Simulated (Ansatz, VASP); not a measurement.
# Ba in VASP and in Ansatz

Contents of INCAR:

```
PREC = Accurate
ENCUT = 520
EDIFF = 1E-6
ISMEAR = 0
SIGMA = 0.01
LREAL = False
LASPH = True
NELM = 60
ALGO = Normal
ISIF = 2
LWAVE = False
LCHARG = True
GGA = PE
LELF = True
LVHAR = True
NBANDS = 11
```

The input KPOINTS:

```
Automatic mesh
0
Gamma
  9 9 9
```

The input POSCAR:

```
Ba
1.0
   -2.5124914082      2.5124914082      2.5124914082
    2.5124914082     -2.5124914082      2.5124914082
    2.5124914082      2.5124914082     -2.5124914082
Ba
1
Direct
    0.0000000000      0.0000000000      0.0000000000
```

Input for Ansatz:

```yaml
crystal:
  lattice:
    - [-2.5124914082, 2.5124914082, 2.5124914082]
    - [2.5124914082, -2.5124914082, 2.5124914082]
    - [2.5124914082, 2.5124914082, -2.5124914082]
  atoms:
    - { symbol: Ba, position: [0.0, 0.0, 0.0] }
hamiltonian:
  xc: pbe
  pseudopotentials:
    kind: paw
    azcp:
      Ba: "pseudopotentials/Ba.paw.azcp"
basis:
  ecutwfc: 420
  fft_grid_basis: typed
kpoints:
  mp_grid: { grid: [9, 9, 9], shift: [0, 0, 0] }
magnetization:
  spin_polarized: false
scf:
  occupations: { method: gaussian, width: 0.01 }
  lower_state_search: "off"
output:
  stress: true
```

Alike in both runs: task single point; functional PBE; k mesh 9 × 9 × 9; occupations gaussian, width 0.01 eV; no spin polarisation.

|  | VASP | Ansatz |
| --- | --- | --- |
| version | VASP 6.6.1 | Ansatz 0.2.0 |
| potentials or method | VASP PAW PBE potentials, release 64 (Ba_sv), cutoff 520 eV | plane waves (420 eV) with PAW, scalar-relativistic |
| valence electrons in the cell | 10 | 10 |

```tsv
	VASP	Ansatz	Ansatz less VASP
pressure (GPa)	0.1	0.0	-0.06
```

Spin-orbit coupling is off throughout.
